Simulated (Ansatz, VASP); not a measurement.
**One calculation of CoO, two programs**

```
Co O
1.0
    -1.50800    1.50800    2.10725
     1.50800   -1.50800    2.10725
     1.50800    1.50800   -2.10725
Co O
1 1
Direct
  0.00000 0.00000 0.00000
  0.50000 0.50000 0.00000
```

Alike in both runs: task single point; functional PBEsol; k mesh 9 × 9 × 9; occupations gaussian, width 0.05 eV; collinear spin; Hubbard terms Co d U = 4.0 eV, J = 0.5 eV.

|  | VASP | Ansatz |
| --- | --- | --- |
| version | VASP 6.6.1 | Ansatz 0.2.0 |
| potentials or method | VASP PAW PBE potentials, release 64 (Co, O), cutoff 520 eV | scalar-relativistic, plane waves, PAW |
| valence electrons in the cell | 15 | 23 |

```tsv
	VASP	Ansatz	Ansatz less VASP
pressure (GPa)	-8.8	2.6	+11.40
traceless stress, the component that is largest in VASP (GPa)	-6.26	0.45	+6.715
net moment per atom (μB)	1.50	1.50	0.000
size of the moment on the site where the two differ most (μB)	2.75	2.59	-0.156
```

VASP's potentials were made for PBE, not for PBEsol. Site moments also hang on the region over which each program counts them. The programs project onto different local orbitals, so the same U acts differently, and such runs can settle in different states. VASP's potentials hold 15 valence electrons a cell and Ansatz's 23, so a difference there can come from the potentials and not from the codes. Ansatz's warnings: symmetry narrowed by occupation matrices.
